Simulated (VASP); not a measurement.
# SiO2 (P4_2/mnm) in VASP: a series of runs, part 3 of 3

VASP 6.6.1. Earlier steps stand in the parts before.

**5. Single point, LDA (volume 8.883 Å^3 an atom, c/a of the conventional cell 0.5339)**

INCAR reads:

```
ALGO     = Normal         # electronic algorithm
EDIFF    = 1E-6           # SCF threshold, eV
ENCUT    = 520            # plane-wave cutoff, eV
GGA      = CA             # functional
ISIF     = 2              # what is computed and relaxed
ISMEAR   = 0              # smearing method
LASPH    = True           # aspherical terms in the spheres
LCHARG   = True           # write CHGCAR
LELF     = True           # ELF
LREAL    = False          # projectors in reciprocal space
LVHAR    = True         
LWAVE    = False          # write WAVECAR
NBANDS   = 25             # bands
NELM     = 100            # most SCF steps
PREC     = Accurate       # precision mode
SIGMA    = 0.05           # smearing width, eV
```

KPOINTS reads:

```
k-points
0
Gamma
  6 6 10
```

POSCAR reads:

```
SiO2
1.0
    4.6389212199      0.0000000000      0.0000000000
    0.0000000000      4.6389212199      0.0000000000
    0.0000000000      0.0000000000      2.4767200393
Si O
2 4
Direct
    0.5000000000      0.5000000000      0.5000000000
    0.0000000000      0.0000000000      0.0000000000
    0.6944252994      0.6944252994      0.0000000000
    0.1944252994      0.8055747006      0.5000000000
    0.3055747006      0.3055747006      0.0000000000
    0.8055747006      0.1944252994      0.5000000000
```

Potentials or basis: VASP PAW LDA potentials, release 64 (Si, O).

Run with:

```console
cat potpaw_LDA.64/Si/POTCAR potpaw_LDA.64/O/POTCAR > POTCAR
mpirun -np 1 vasp_std > vasp.out
```

OUTCAR:

```text
EDIFF = 1E-6
   ENCUT = 520
   GGA = CA
   ISIF = 2
   ISMEAR = 0
   LASPH = True
   LREAL = False
   NELM = 100
   PREC = Accurate

 ion  position               nearest neighbor table
   1  0.500  0.500  0.500-   3 1.78   5 1.78   3 1.78   5 1.78   4 2.00   6 2.00
   2  0.000  0.000  0.000-   4 1.78   6 1.78   4 1.78   6 1.78   5 2.00   3 2.00
   3  0.694  0.694  0.000-   1 1.78   1 1.78   2 2.00
   4  0.194  0.806  0.500-   2 1.78   2 1.78   1 2.00
   5  0.306  0.306  0.000-   1 1.78   1 1.78   2 2.00
   6  0.806  0.194  0.500-   2 1.78   2 1.78   1 2.00

  LATTYP: Found a simple tetragonal cell.
 ALAT       =     4.6389212199
 C/A-ratio  =     0.5339000000

  Lattice vectors:

 A1 = (   4.6389212199,   0.0000000000,   0.0000000000)
 A2 = (   0.0000000000,   4.6389212199,   0.0000000000)
 A3 = (   0.0000000000,   0.0000000000,   2.4767200393)

Analysis of symmetry for initial positions (statically):
=====================================================================
 Subroutine PRICEL returns:
[... 178 lines left out ...]
  free energy    TOTEN  =       -49.88102078 eV

  energy without entropy =      -49.88102078  energy(sigma->0) =      -49.88102078

 E-fermi :   6.0810     XC(G=0): -11.9958

 val. band max:        5.8320878802   @ k =   0.0000   0.0000   0.0000
 cond. band min:       9.3689571747   @ k =   0.0000   0.0000   0.0000
 fundamental gap:      3.5368692946
 Fermi energy:         6.0810070540

 k-point     1 :       0.0000    0.0000    0.0000
  band No.  band energies     occupation
      1     -15.1400      2.00000
      2     -12.4989      2.00000
      3     -12.3932      2.00000
      4     -12.3932      2.00000
      5      -4.1939      2.00000
      6      -0.4117      2.00000
[... 661 lines left out ...]
     24      18.7760      0.00000
     25      19.7156      0.00000

 [... further k-points ...]
[... 5 lines left out ...]
  --------------------------------------------------------------------------------------
  -------------------------------------------------------------------------------------
  Total      -15.9355631    -15.9355631      8.0221290      0.0000000      0.0000000      0.0000000
  in kB     -479.0348213   -479.0348213    241.1511356      0.0000000      0.0000000      0.0000000
  external PRESSURE =    -238.9728356 kB  Pullay stress =       0.0000000 kB

 VOLUME and BASIS-vectors are now :
 -----------------------------------------------------------------------------
  energy-cutoff  :      520.00
  volume of cell :       53.30
      direct lattice vectors                 reciprocal lattice vectors
     4.638921220  0.000000000  0.000000000     0.215567360  0.000000000  0.000000000
     0.000000000  4.638921220  0.000000000     0.000000000  0.215567360  0.000000000
     0.000000000  0.000000000  2.476720039     0.000000000  0.000000000  0.403759805

 POSITION                                       TOTAL-FORCE (eV/Angst)
 -----------------------------------------------------------------------------------
      2.31946      2.31946      1.23836         0.000000      0.000000     -0.000000
      0.00000      0.00000      0.00000         0.000000      0.000000     -0.000000
      3.22138      3.22138      0.00000        -1.905116     -1.905116     -0.000000
      0.90192      3.73700      1.23836        -1.905116      1.905116     -0.000000
      1.41754      1.41754      0.00000         1.905116      1.905116      0.000000
      3.73700      0.90192      1.23836         1.905116     -1.905116     -0.000000
 -----------------------------------------------------------------------------------
    total drift:                                0.000000     -0.000000     -0.000000

  FREE ENERGIE OF THE ION-ELECTRON SYSTEM (eV)
  ---------------------------------------------------
  free  energy   TOTEN  =       -49.8810207808 eV

  energy  without entropy=      -49.8810207808  energy(sigma->0) =      -49.88102078
```

OSZICAR:

```text
N       E                     dE             d eps       ncg     rms          rms(c)
DAV:   1     0.130198633017E+03    0.13020E+03   -0.17195E+04  3008   0.121E+03
DAV:   2    -0.472500852876E+02   -0.17745E+03   -0.16911E+03  3819   0.270E+02
DAV:   3    -0.545070754788E+02   -0.72570E+01   -0.72215E+01  3990   0.527E+01
DAV:   4    -0.545583604996E+02   -0.51285E-01   -0.51268E-01  3522   0.517E+00
DAV:   5    -0.545588313502E+02   -0.47085E-03   -0.47080E-03  3963   0.474E-01    0.161E+01
DAV:   6    -0.499831618134E+02    0.45757E+01   -0.12853E+01  3507   0.239E+01    0.751E+00
DAV:   7    -0.499312792286E+02    0.51883E-01   -0.60037E-01  3752   0.475E+00    0.285E+00
DAV:   8    -0.498877138997E+02    0.43565E-01   -0.34963E-02  3651   0.154E+00    0.961E-01
DAV:   9    -0.498810199180E+02    0.66940E-02   -0.65053E-03  3822   0.655E-01    0.223E-01
DAV:  10    -0.498810333066E+02   -0.13389E-04   -0.53273E-04  3648   0.163E-01    0.642E-02
DAV:  11    -0.498810215316E+02    0.11775E-04   -0.42153E-05  3875   0.482E-02    0.272E-02
DAV:  12    -0.498810207808E+02    0.75084E-06   -0.39657E-06  3620   0.147E-02
   1 F= -.49881021E+02 E0= -.49881021E+02  d E =-.141388E-14
```

Run time: 22 s. Hardware: 1 thread of Intel Xeon 6975P-C (Granite Rapids), shared host; peak memory 0.17 GiB.

What came out:

* Free energy: -49.8810 eV
* Pressure: -23.9 GPa
* Largest force: 2.694 eV/Å
* Band gap on the k mesh: 3.54 eV, direct

Forces on the atoms (eV/Å):
```
Si   0.000  0.000  0.000
Si   0.000  0.000  0.000
O   -1.905 -1.905  0.000
O   -1.905  1.905  0.000
O    1.905  1.905  0.000
O    1.905 -1.905  0.000
```

Caveat: forces of over 1 eV/Å act on the atoms, so gaps and moduli don't describe the material at rest.

**6. The runs side by side**

| cell | gap on the mesh (eV) | pressure (GPa) | largest force (eV/Å) |
| --- | --- | --- | --- |
| a = 4.540, b = 4.540, c = 2.514 Å, 6 atoms | 3.98 | -21.7 | 2.08 |
| a = 4.325, b = 4.325, c = 2.770 Å, 6 atoms | 3.75 | -30.8 | 0.65 |
| a = 4.210, b = 4.210, c = 3.007 Å, 6 atoms | 2.95 | -37.2 | 0.27 |
| a = 4.639, b = 4.639, c = 2.477 Å, 6 atoms | 3.54 | -23.9 | 2.69 |

Alike in all rows: task single point; level LDA; potentials or basis VASP PAW LDA potentials, release 64 (Si, O); no spin polarisation; k mesh 6 × 6 × 10; cutoff (eV) 520; smearing gaussian 0.05 eV.

Caveats: forces of over 1 eV/Å act on the atoms, so gaps and moduli don't describe the material at rest (some runs).

Absolute energies hang on the potentials; compare differences alone.
